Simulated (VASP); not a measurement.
# Mo (I4/mmm) in VASP: a series of runs

Mo is run at these levels: PBE; tasks: single point.

Everything below comes from runs of VASP 6.6.1. Logs are shortened: lines on timing, memory, paths and dates and some standing lists are left out, and cuts for length are marked.

## (1) The cell of the first run

It takes space group I4/mmm (No. 139, tetragonal). Conventional cell: a = 3.142 Å, b = 3.142 Å, c = 3.268 Å, α = 90.00°, β = 90.00°, γ = 90.00°. Mo (site symmetry 4/mmm) has 14 Mo at 2.76 to 3.27 Å within 3.6 Å.

## (2) Single point, PBE (strain +0.000 along x and y, +0.040 along z)

Input file INCAR:

```
PREC     = Accurate       # precision mode
ENCUT    = 520            # plane-wave cutoff, eV
EDIFF    = 1E-6           # SCF threshold, eV
ISMEAR   = 0              # smearing method
SIGMA    = 0.15           # smearing width, eV
LREAL    = False          # projectors in reciprocal space
LASPH    = True           # aspherical terms in the spheres
NELM     = 80             # most SCF steps
ALGO     = Fast           # electronic algorithm
ISIF     = 2              # what is computed and relaxed
LWAVE    = False          # write WAVECAR
LCHARG   = False          # write CHGCAR
GGA      = PE             # functional
NBANDS   = 13             # bands
```

Input file KPOINTS:

```
Automatic mesh
0
Gamma
  22 22 22
```

Input file POSCAR:

```
Mo
1.0
   -1.5710000000      1.5710000000      1.6338400000
    1.5710000000     -1.5710000000      1.6338400000
    1.5710000000      1.5710000000     -1.6338400000
Mo
1
Direct
    0.0000000000      0.0000000000      0.0000000000
```

Potentials or basis: VASP PAW PBE potentials, release 64 (Mo_sv).

Run with:

```console
cat potpaw_PBE.64/Mo_sv/POTCAR > POTCAR
mpirun -np 1 vasp_std > vasp.out
```

OUTCAR:

```text
PREC = Accurate
   ENCUT = 520
   EDIFF = 1E-6
   ISMEAR = 0
   LREAL = False
   LASPH = True
   NELM = 80
   ISIF = 2
   GGA = PE

 ion  position               nearest neighbor table
   1  0.000  0.000  0.000-

  LATTYP: Found a body centered tetragonal cell.
 ALAT       =     3.1420000000
 C/A-ratio  =     1.0400000000

  Lattice vectors:

 A1 = (  -1.5710000000,   1.5710000000,   1.6338400000)
 A2 = (   1.5710000000,  -1.5710000000,   1.6338400000)
 A3 = (   1.5710000000,   1.5710000000,  -1.6338400000)

Analysis of symmetry for initial positions (statically):
=====================================================================
 Subroutine PRICEL returns:
 Original cell was already a primitive cell.

 Routine SETGRP: Setting up the symmetry group for a
 body centered tetragonal supercell.

 Subroutine GETGRP returns: Found 16 space group operations
 (whereof 16 operations were pure point group operations)
 out of a pool of 16 trial point group operations.

The static configuration has the point symmetry D_4h.

Analysis of symmetry for dynamics (positions and initial velocities):
=====================================================================
 Subroutine PRICEL returns:
 Original cell was already a primitive cell.

 Routine SETGRP: Setting up the symmetry group for a
 body centered tetragonal supercell.

 Subroutine GETGRP returns: Found 16 space group operations
 (whereof 16 operations were pure point group operations)
 out of a pool of 16 trial point group operations.

The dynamic configuration has the point symmetry D_4h.

 Subroutine INISYM returns: Found 16 space group operations
 (whereof 16 operations are pure point group operations),
 and found     1 'primitive' translations

----------------------------------------------------------------------------------------

                                     Primitive cell

  volume of cell :      16.1295

  direct lattice vectors                    reciprocal lattice vectors
    -1.571000000  1.571000000  1.633840000     0.000000000  0.318268619  0.306027518
     1.571000000 -1.571000000  1.633840000     0.318268619  0.000000000  0.306027518
     1.571000000  1.571000000 -1.633840000     0.318268619  0.318268619  0.000000000

  length of vectors
     2.757809846  2.757809846  2.757809846     0.441528884  0.441528884  0.450099797

  position of ions in fractional coordinates (direct lattice)
     0.000000000  0.000000000  0.000000000

  ion indices of the primitive-cell ions
   primitive index   ion index
                 1           1

----------------------------------------------------------------------------------------

 KPOINTS: Automatic mesh

Automatic generation of k-mesh.
 Grid dimensions read from file:
 generate k-points for:   22   22   22

 Generating k-lattice:

  Cartesian coordinates                     Fractional coordinates (reciprocal lattice)
     0.000000000  0.014466755  0.013910342     0.045454545 -0.000000000  0.000000000
     0.014466755  0.000000000  0.013910342    -0.000000000  0.045454545  0.000000000
     0.014466755  0.014466755  0.000000000     0.000000000  0.000000000  0.045454545

  Length of vectors
     0.020069495  0.020069495  0.020459082

  Shift w.r.t. Gamma in fractional coordinates (k-lattice)
     0.000000000  0.000000000  0.000000000

 Subroutine IBZKPT returns following result:
 ===========================================

 Found    834 irreducible k-points:

 Following reciprocal coordinates:
            Coordinates               Weight
  0.000000  0.000000  0.000000      1.000000
  0.045455  0.000000  0.000000      8.000000
  0.090909  0.000000  0.000000      8.000000
  0.136364  0.000000  0.000000      8.000000
  0.181818  0.000000  0.000000      8.000000
  0.227273  0.000000 -0.000000      8.000000
[... 16 lines left out ...]
  0.500000  0.045455  0.000000     16.000000
 -0.454545  0.045455  0.000000     16.000000
 [... further k-points ...]
   k-points           NKPTS =    834   k-points in BZ     NKDIM =    834   number of bands    NBANDS=     13
   number of dos      NEDOS =    301   number of ions     NIONS =      1
   total plane-waves  NPLWV =  13824
   dimension x,y,z NGX =    24 NGY =   24 NGZ =   24
   dimension x,y,z NGXF=    48 NGYF=   48 NGZF=   48
   ions per type =               1
   NGX,Y,Z   is equivalent  to a cutoff of  14.47, 14.47, 14.47 a.u.
   NGXF,Y,Z  is equivalent  to a cutoff of  28.94, 28.94, 28.94 a.u.
 SYSTEM =  unknown system
   PREC   = accura    normal or accurate (medium, high low for compatibility)
   ISTART =      0    job   : 0-new  1-cont  2-samecut
   ICHARG =      2    charge: 1-file 2-atom 10-const
   ISPIN  =      1    spin polarized calculation?
   LNONCOLLINEAR =      F non collinear calculations
   LSORBIT =      F    spin-orbit coupling
   LASPH  =      T    aspherical Exc in radial PAW
   ENCUT  =  520.0 eV  38.22 Ry    6.18 a.u.   5.13  5.13  5.13*2*pi/ulx,y,z
   NELM   =     80;   NELMIN=  2; NELMDL= -5     # of ELM steps
   EDIFF  = 0.1E-05   stopping-criterion for ELM
   LREAL  =      F    real-space projection
   EDIFFG = 0.1E-04   stopping-criterion for IOM
   NSW    =      0    number of steps for IOM
   IBRION =     -1    ionic relax: 0-MD 1-quasi-New 2-CG
   NFREE  =      0    steps in history (QN), initial steepest desc. (CG)
   ISIF   =      2    stress and relaxation
   ISYM   =      2    0-nonsym 1-usesym 2-fastsym
   POTIM  = 0.5000    time-step for ionic-motion
   TEBEG  =    0.0;   TEEND  =   0.0 temperature during run
   PSTRESS=    0.0 pullay stress
   NELECT =      14.0000    total number of electrons
   NUPDOWN=      -1.0000    fix difference up-down
   EMIN   =  10.00;   EMAX   =-10.00  energy-range for DOS
   EFERMI =   0.00;   METHOD = LEGACY
   ISMEAR =     0;   SIGMA  =   0.15  broadening in eV -4-tet -1-fermi 0-gaus
   EFERMI_NEDOS =   21; number of points for ismear=-14 and -15
   IALGO  =     68    algorithm
   IMIX   =      4    mixing-type and parameters
     AMIX     =   0.40;   BMIX     =  1.00
     AMIX_MAG =   1.60;   BMIX_MAG =  1.00
  volume/ion in A,a.u.               =      16.13       108.85
  Fermi-wavevector in a.u.,A,eV,Ry     =   1.561625  2.951044 33.180175  2.438674
  Thomas-Fermi vector in A             =   2.664663
   LORBIT       =      0    0 simple, 1 ext, 2 COOP (PROOUT), +10 PAW based schemes
   GGA     = PE    functional components
   LHFCALC =     F    Hartree Fock is set to
   AEXX    =    0.0000 exact exchange contribution
   IVDW    =     0    specifies the selected vdW correction
   LEPSILON=     F    determine dielectric tensor
   LRPA    =     F    only Hartree local field effects (RPA)
 non-spin polarized calculation
 RMM-DIIS sequential band-by-band and
 Gauss-broadening in eV      SIGMA  =   0.15
  energy-cutoff  :      520.00
  volume of cell :       16.13
 maximum number of plane-waves:       448
 NGX is ok and might be reduce to    24
   NGX = 11   NGY = 11   NGZ = 11

 number of electron      14.0000000 magnetization

 Free energy of the ion-electron system (eV)
  ---------------------------------------------------
  ext. energy  EPLUGINS =         0.00000000
  ---------------------------------------------------
  free energy    TOTEN  =       -10.91903471 eV

  energy without entropy =      -10.91162966  energy(sigma->0) =      -10.91533218

 E-fermi :  12.0868     XC(G=0): -13.2141

 val. band max:       12.0862739456   @ k =  -0.4545   0.3636   0.0000
 cond. band min:      12.0870775474   @ k =  -0.1364  -0.2273   0.0909
 fundamental gap:      0.0008036018
 Fermi energy:        12.0867607761

 k-point     1 :       0.0000    0.0000    0.0000
  band No.  band energies     occupation
      1     -49.1827      2.00000
      2     -22.5249      2.00000
      3     -22.5143      2.00000
      4     -22.5143      2.00000
      5       4.9657      2.00000
      6      10.6645      2.00000
      7      10.6645      2.00000
      8      11.0834      2.00000
      9      13.4167      0.00000
     10      13.9504      0.00000
     11      26.4134      0.00000
     12      27.1383      0.00000
     13      27.1383      0.00000

 k-point     2 :       0.0455    0.0000    0.0000
  band No.  band energies     occupation
      1     -49.1781      2.00000
      2     -22.5479      2.00000
      3     -22.5224      2.00000
      4     -22.5188      2.00000
      5       5.0536      2.00000
      6      10.6599      2.00000
      7      10.6767      2.00000
      8      11.1047      2.00000
      9      13.3650      0.00000
     10      13.9267      0.00000
     11      26.5430      0.00000
     12      27.2429      0.00000
     13      27.2843      0.00000

 k-point     3 :       0.0909    0.0000    0.0000
  band No.  band energies     occupation
      1     -49.1647      2.00000
      2     -22.6269      2.00000
      3     -22.5462      2.00000
      4     -22.5195      2.00000
      5       5.3093      2.00000
      6      10.6285      2.00000
      7      10.6383      2.00000
      8      11.2583      2.00000
      9      13.2250      0.00000
     10      13.8812      0.00000
     11      26.8497      0.00000
     12      27.5491      0.00000
     13      27.7142      0.00000

 k-point     4 :       0.1364    0.0000    0.0000
  band No.  band energies     occupation
      1     -49.1436      2.00000
      2     -22.7511      2.00000
      3     -22.5835      2.00000
      4     -22.5197      2.00000
      5       5.7068      2.00000
      6      10.4627      2.00000
      7      10.5842      2.00000
      8      11.6130      1.99999
      9      13.0620      0.00000
     10      13.8484      0.00000
     11      27.1376      0.00000
     12      27.9751      0.00000
     13      28.4059      0.00000

 k-point     5 :       0.1818    0.0000    0.0000
  band No.  band energies     occupation
      1     -49.1163      2.00000
      2     -22.9084      2.00000
      3     -22.6311      2.00000
      4     -22.5198      2.00000
      5       6.1948      2.00000
      6      10.2286      2.00000
      7      10.5049      2.00000
      8      12.1328      0.66435
      9      12.9651      0.00000
     10      13.8410      0.00000
     11      27.1992      0.00000
     12      28.2649      0.00000
     13      29.3276      0.00000
[... 257 lines left out ...]
 k-point    22 :       0.4545    0.0455   -0.0000
  band No.  band energies     occupation
      1     -48.9522      2.00000
      2     -23.7762      2.00000
      3     -22.9110      2.00000
      4     -22.5310      2.00000
      5       7.0453      2.00000
      6       9.0246      2.00000
      7      13.0925      0.00000
      8      13.4222      0.00000
      9      14.5169      0.00000
     10      16.7000      0.00000
     11      23.1609      0.00000
     12      24.2061      0.00000
     13      29.2480      0.00000

 k-point    23 :       0.5000    0.0455    0.0000
  band No.  band energies     occupation
      1     -48.9520      2.00000
      2     -23.7771      2.00000
      3     -22.9108      2.00000
      4     -22.5317      2.00000
      5       7.0446      2.00000
      6       9.0227      2.00000
      7      13.0044      0.00000
      8      13.5379      0.00000
      9      14.5142      0.00000
     10      16.6934      0.00000
     11      23.1551      0.00000
     12      24.1870      0.00000
     13      29.2554      0.00000

 k-point    24 :      -0.4545    0.0455    0.0000
  band No.  band energies     occupation
      1     -48.9612      2.00000
      2     -23.7309      2.00000
      3     -22.8949      2.00000
      4     -22.5322      2.00000
      5       7.1008      2.00000
      6       9.0816      2.00000
      7      12.5888      0.00000
      8      13.5499      0.00000
      9      14.4147      0.00000
     10      16.3162      0.00000
     11      23.6660      0.00000
     12      24.4098      0.00000
     13      29.8142      0.00000

 [... further k-points ...]

------------------------ aborting loop because EDIFF is reached ----------------------------------------

  FORCE on cell =-STRESS in cart. coord.  units (eV):
  Direction    XX          YY          ZZ          XY          YZ          ZX
  --------------------------------------------------------------------------------------
  -------------------------------------------------------------------------------------
  Total       -0.0989870     -0.0989870     -1.1802945      0.0000000     -0.0000000      0.0000000
  in kB       -9.8325615     -9.8325615   -117.2408844      0.0000000     -0.0000000      0.0000000
  external PRESSURE =     -45.6353358 kB  Pullay stress =       0.0000000 kB

 VOLUME and BASIS-vectors are now :
 -----------------------------------------------------------------------------
  energy-cutoff  :      520.00
  volume of cell :       16.13
      direct lattice vectors                 reciprocal lattice vectors
    -1.571000000  1.571000000  1.633840000     0.000000000  0.318268619  0.306027518
     1.571000000 -1.571000000  1.633840000     0.318268619  0.000000000  0.306027518
     1.571000000  1.571000000 -1.633840000     0.318268619  0.318268619  0.000000000

 POSITION                                       TOTAL-FORCE (eV/Angst)
 -----------------------------------------------------------------------------------
      0.00000      0.00000      0.00000         0.000000     -0.000000      0.000000
 -----------------------------------------------------------------------------------
    total drift:                               -0.000000      0.000000      0.000000

  FREE ENERGIE OF THE ION-ELECTRON SYSTEM (eV)
  ---------------------------------------------------
  free  energy   TOTEN  =       -10.9190347055 eV

  energy  without entropy=      -10.9116296608  energy(sigma->0) =      -10.91533218
```

It took 48 s on 1 thread of Intel Xeon 6975P-C (Granite Rapids), shared host; peak memory 0.27 GiB.

Results:

```
Free energy            : -10.9190 eV
Pressure               : -4.6 GPa
Band gap on the k mesh : zero (bands 7 and 8 overlap by 4.81 eV)
```

Caveat: the cell differs from its parent crystal (strain +0.000 along x and y, +0.040 along z); the cell stands under tension.

## (3) Single point, PBE (strain +0.040 along x and y, +0.000 along z)

Input file INCAR:

```
SYSTEM = Mo
ALGO = Fast
EDIFF = 1E-7
ENCUT = 520
GGA = PE
ISIF = 2
ISMEAR = 0
LASPH = .TRUE.
LCHARG = .TRUE.
LELF = .TRUE.
LREAL = .FALSE.
LVHAR = .TRUE.
LWAVE = .FALSE.
NBANDS = 13
NELM = 100
PREC = Accurate
SIGMA = 0.15
```

Input file KPOINTS:

```
k-points
0
G
  22 22 22
  0 0 0
```

Input file POSCAR:

```
Mo
1.0
   -1.6338400000      1.6338400000      1.5710000000
    1.6338400000     -1.6338400000      1.5710000000
    1.6338400000      1.6338400000     -1.5710000000
Mo
1
Direct
    0.0000000000      0.0000000000      0.0000000000
```

Potentials or basis: VASP PAW PBE potentials, release 64 (Mo_sv).

Run with:

```console
cat potpaw_PBE.64/Mo_sv/POTCAR > POTCAR
mpirun -np 1 vasp_std > vasp.out
```

Run time: 60 s. Hardware: 1 thread of Intel Xeon 6975P-C (Granite Rapids), shared host; peak memory 0.28 GiB.

It converged, with:

```
Free energy            : -10.8823 eV
Pressure               : -13.2 GPa
Band gap on the k mesh : zero (bands 7 and 8 overlap by 4.74 eV)
```

Stress tensor (GPa, compression positive):
```
-16.64   0.00   0.00
  0.00 -16.64   0.00
  0.00   0.00  -6.31
```

Levels at points of the mesh, in eV from the Fermi level:
```
           k point  band 5  band 6  band 7  band 8  band 9  band 10
(0.00, 0.00, 0.00)   -6.98   -1.49   -1.07   -1.07    1.27     1.80
(0.50, 0.00, 0.00)   -4.91   -3.21    1.51    1.60    2.32     4.29
(0.50, 0.50, 0.00)   -4.87   -2.76    1.19    1.21    1.94     4.22
(0.50, 0.50, 0.50)   -4.95   -4.86    3.57    3.57    3.69     8.22
```

Caveat: the cell differs from its parent crystal (strain +0.040 along x and y, +0.000 along z); the cell stands under tension.

## (4) Single point, PBE (strain +0.040 along x and y, +0.080 along z)

Input file INCAR:

```
SYSTEM = Mo
PREC     = Accurate       ! precision mode
ENCUT    = 520            ! plane-wave cutoff, eV
EDIFF    = 1E-6           ! SCF threshold, eV
ISMEAR   = 0              ! smearing method
SIGMA    = 0.15           ! smearing width, eV
LREAL    = .FALSE.        ! projectors in reciprocal space
LASPH    = .TRUE.         ! aspherical terms in the spheres
NELM     = 60             ! most SCF steps
ALGO     = Fast           ! electronic algorithm
ISIF     = 2              ! what is computed and relaxed
LWAVE    = .FALSE.        ! write WAVECAR
LCHARG   = .TRUE.         ! write CHGCAR
GGA      = PE             ! functional
LELF     = .TRUE.         ! ELF
LVHAR    = .TRUE.       
NBANDS   = 13             ! bands
```

Input file KPOINTS:

```
Automatic mesh
0
G
  22 22 22
  0 0 0
```

Input file POSCAR:

```
Mo
1.0
   -1.6338400000      1.6338400000      1.6966800000
    1.6338400000     -1.6338400000      1.6966800000
    1.6338400000      1.6338400000     -1.6966800000
Mo
1
Direct
    0.0000000000      0.0000000000      0.0000000000
```

Run with:

```console
cat potpaw_PBE.64/Mo_sv/POTCAR > POTCAR
mpirun -np 1 vasp_std > vasp.out
```

Wall time 51 s (1 thread of Intel Xeon 6975P-C (Granite Rapids), shared host); peak memory 0.29 GiB.

It converged, with:

| Item | Value |
| --- | --- |
| Free energy | -10.7156 eV |
| Pressure | -26.0 GPa |
| Band gap on the k mesh | zero (bands 7 and 8 overlap by 4.06 eV) |

Stress tensor (GPa, compression positive):
```
-23.38   0.00   0.00
  0.00 -23.38   0.00
  0.00   0.00 -31.30
```

Levels at points of the mesh, in eV from the Fermi level:
```csv
k point,band 4,band 5,band 6,band 7,band 8,band 9,band 10,band 11
"(0.00, 0.00, 0.00)",-34.82,-6.68,-1.20,-1.20,-0.86,1.19,1.61,14.16
"(0.50, 0.00, 0.00)",-34.82,-4.47,-2.62,1.13,1.15,1.90,3.77,9.47
"(0.50, 0.50, 0.00)",-34.84,-4.49,-2.99,1.39,1.66,2.04,3.85,9.80
"(0.50, 0.50, 0.50)",-35.41,-4.42,-4.34,3.15,3.25,3.25,7.41,8.36
```

Caveat: the cell differs from its parent crystal (strain +0.040 along x and y, +0.080 along z); the cell stands under tension.

## (5) The runs side by side

```tsv
cell	further INCAR settings	gap on the mesh (eV)	pressure (GPa)
a = 2.758 Å, angles 110.5, 110.5, 107.3°, 1 atom	ALGO = Fast; EDIFF = 1e-06; NBANDS = 13	none	-4.6
a = 2.794 Å, angles 108.4, 108.4, 111.6°, 1 atom	ALGO = Fast; EDIFF = 1e-07; NBANDS = 13	none	-13.2
a = 2.867 Å, angles 110.5, 110.5, 107.4°, 1 atom	ALGO = Fast; EDIFF = 1e-06; NBANDS = 13	none	-26.0
```

Alike in all rows: task single point; level PBE; potentials or basis VASP PAW PBE potentials, release 64 (Mo_sv); no spin polarisation; k mesh 22 × 22 × 22; cutoff (eV) 520; smearing gaussian 0.15 eV.

Caveats: the cell stands under tension.

Total energies depend on the potentials used, so only differences within one code and one set of settings carry meaning.
